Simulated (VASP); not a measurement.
Crystal: CaSe.

```xyz
2
Lattice="0.0000 3.1162 3.1162 3.1162 0.0000 3.1162 3.1162 3.1162 0.0000" Properties=species:S:1:pos:R:3 pbc="T T T"
Ca    0.0000    0.0000    0.0000
Se    1.5581    1.5581    1.5581
```

This cell differs from its parent crystal: strain -5.0%.

Base run:

| Item | Value |
| --- | --- |
| Program | VASP 6.6.1 |
| Functional | r2SCAN |
| Potentials or basis | VASP PAW PBE potentials, release 64 (Ca_sv, Se) |
| Cutoff | 520 eV |
| k mesh | 6 × 6 × 6 |
| Occupations | gaussian, width 0.01 eV |
| Spin | no spin polarisation |

Its results: band gap on the k mesh 3.88 eV, indirect (the least direct gap lies 4.3 meV higher); pressure 7.6 GPa.

Problem. The run is repeated on the same cell with these changes: functional from r2SCAN to HSE06; k mesh from 6 × 6 × 6 to 4 × 4 × 4. What comes out?

Solution. Band gap on the k mesh 4.51 eV, indirect (least direct gap 4.53 eV); pressure 7.7 GPa.

Several settings changed at once, so the effect can't be laid on one alone.

Caveats: some runs use coarse meshes; the PAW data sets were made with another functional, which shifts forces and pressure a little.

A k mesh can miss the band edges.
